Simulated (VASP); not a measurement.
The system is Sb.

```xyz
1
Lattice="3.2016 0.0000 0.0000 0.0000 3.2016 0.0000 0.0000 0.0000 3.2016" Properties=species:S:1:pos:R:3 pbc="T T T"
Sb    0.0000    0.0000    0.0000
```

This isn't the form of Sb at room conditions, which is rhombohedral.

Base run:

| Property | Result |
| --- | --- |
| Program | VASP 6.6.1 |
| Functional | PBE0 |
| Potentials or basis | VASP PAW PBE potentials, release 64 (Sb) |
| Cutoff | 520 eV |
| k mesh | 6 × 6 × 6 |
| Occupations | fermi-dirac, width 0.05 eV |
| Spin | no spin polarisation |

Its results: band gap on the k mesh zero (an odd number of electrons rules out a gap without spin polarisation); pressure -5.9 GPa.

Question: The run is repeated on the same cell with these changes: functional from PBE0 to r2SCAN0; k mesh from 6 × 6 × 6 to 4 × 4 × 4. What comes out?

Answer: Band gap on the k mesh zero (an odd number of electrons rules out a gap without spin polarisation); pressure -8.4 GPa.

Several settings changed at once.

Caveats: some runs use coarse meshes; the PAW data sets were made with another functional, which shifts forces and pressure a little; spin-orbit coupling is left out, which moves the levels of the heavy elements; the cell stands under tension (at least some runs).
